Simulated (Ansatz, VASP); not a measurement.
Pd: VASP beside Ansatz

INCAR

```
SYSTEM = Pd
  PREC = Accurate
  ENCUT = 520
  EDIFF = 1E-6
  ISMEAR = -1
  SIGMA = 0.05
  LREAL = .FALSE.
  LASPH = .TRUE.
  NELM = 150
  ALGO = Normal
  ISIF = 2
  LWAVE = .FALSE.
  LCHARG = .FALSE.
  ISPIN = 2
  MAGMOM = 0.5 -0.5
  LORBIT = 11
  LMAXMIX = 4
  GGA = RE
  NBANDS = 21
```

File KPOINTS:

```
Automatic mesh
0
G
  11 11 11
  0 0 0
```

Contents of POSCAR:

```
Pd
1.0
    3.2003587521      0.0000000000      0.0000000000
    0.0000000000      3.2003587521      0.0000000000
    0.0000000000      0.0000000000      3.2003587521
Pd
2
Direct
    0.0000000000      0.0000000000      0.0000000000
    0.5000000000      0.5000000000      0.5000000000
```

Input for Ansatz:

```yaml
crystal:
  lattice:
    - [3.2003587521, 0.0, 0.0]
    - [0.0, 3.2003587521, 0.0]
    - [0.0, 0.0, 3.2003587521]
  atoms:
    - { symbol: Pd, position: [0.0, 0.0, 0.0], spin: 0.5 }
    - { symbol: Pd, position: [0.5, 0.5, 0.5], spin: -0.5 }
hamiltonian:
  xc: revpbe
  pseudopotentials:
    kind: paw
    azcp:
      Pd: "pseudopotentials/Pd.paw.azcp"
basis:
  ecutwfc: 420
  fft_grid_basis: typed
kpoints:
  mp_grid: { grid: [11, 11, 11], shift: [0, 0, 0] }
magnetization:
  spin_polarized: true
scf:
  occupations: { method: fermi_dirac, width: 0.05 }
  lower_state_search: "off"
output:
  stress: true
```

Alike in both runs: task single point; functional revPBE; k mesh 11 × 11 × 11; occupations fermi-dirac, width 0.05 eV; collinear spin.

|  | VASP | Ansatz |
| --- | --- | --- |
| version | VASP 6.6.1 | Ansatz 0.2.0 |
| potentials or method | VASP PAW PBE potentials, release 64 (Pd), cutoff 520 eV | plane waves (420 eV) with PAW, scalar-relativistic |
| valence electrons in the cell | 20 | 36 |

|  | VASP | Ansatz | Ansatz less VASP |
| --- | --- | --- | --- |
| pressure (GPa) | -5.4 | -5.2 | +0.20 |
| net moment per atom (μB) | 0.00 | 0.00 | 0.000 |

VASP's potentials were made for PBE, not for revPBE. VASP's potentials hold 20 valence electrons a cell and Ansatz's 36, so a difference there can come from the potentials and not from the codes. Ansatz's warnings: seeded moment not kept.
